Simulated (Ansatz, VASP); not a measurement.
**Al in VASP and in Ansatz**

INCAR

```
PREC = Accurate
ENCUT = 520
EDIFF = 1E-6
ISMEAR = 0
SIGMA = 0.15
LREAL = False
LASPH = True
NELM = 60
ALGO = Normal
ISIF = 2
LWAVE = False
LCHARG = True
LELF = True
LVHAR = True
NBANDS = 8
```

Contents of KPOINTS:

```
regular mesh
0
Gamma
  22 22 22
```

File POSCAR:

```
Al
1.0
   -1.5056160475      1.5056160475      1.8839773602
    1.5056160475     -1.5056160475      1.8839773602
    1.5056160475      1.5056160475     -1.8839773602
Al
1
Direct
    0.0000000000      0.0000000000      0.0000000000
```

Input for Ansatz:

```yaml
crystal:
  lattice:
    - [-1.5056160475, 1.5056160475, 1.8839773602]
    - [1.5056160475, -1.5056160475, 1.8839773602]
    - [1.5056160475, 1.5056160475, -1.8839773602]
  atoms:
    - { symbol: Al, position: [0.0, 0.0, 0.0] }
basis:
  ecutwfc: 420
kpoints:
  mp_grid: { grid: [22, 22, 22] }
hamiltonian:
  xc: lda
scf:
  occupations: { method: gaussian, width: 0.15 }
output:
  forces: true
  stress: true
  eigenvalues: true
```

Alike in both runs: task single point; functional LDA; k mesh 22 × 22 × 22; occupations gaussian, width 0.15 eV; no spin polarisation.

|  | VASP | Ansatz |
| --- | --- | --- |
| version | VASP 6.6.1 | Ansatz 0.2.0 |
| potentials or method | VASP PAW LDA potentials, release 64 (Al), cutoff 520 eV | scalar-relativistic, plane waves, PAW |
| valence electrons in the cell | 3 | 3 |

VASP gave:

```
gap on the k mesh at the Fermi level (eV)                     : none
pressure (GPa)                                                : -4.7
traceless stress, the component that is largest in VASP (GPa) : 3.17
```

Q: What did Ansatz give for the same quantities?

A: gap on the k mesh at the Fermi level (eV): none; pressure (GPa): -4.7; traceless stress, the component that is largest in VASP (GPa): 3.15.

LDA's correlation is that of Perdew and Zunger in VASP and of Perdew and Wang (1992) in Ansatz. A gap of «none» marks a metal or a gap that the smearing closes.
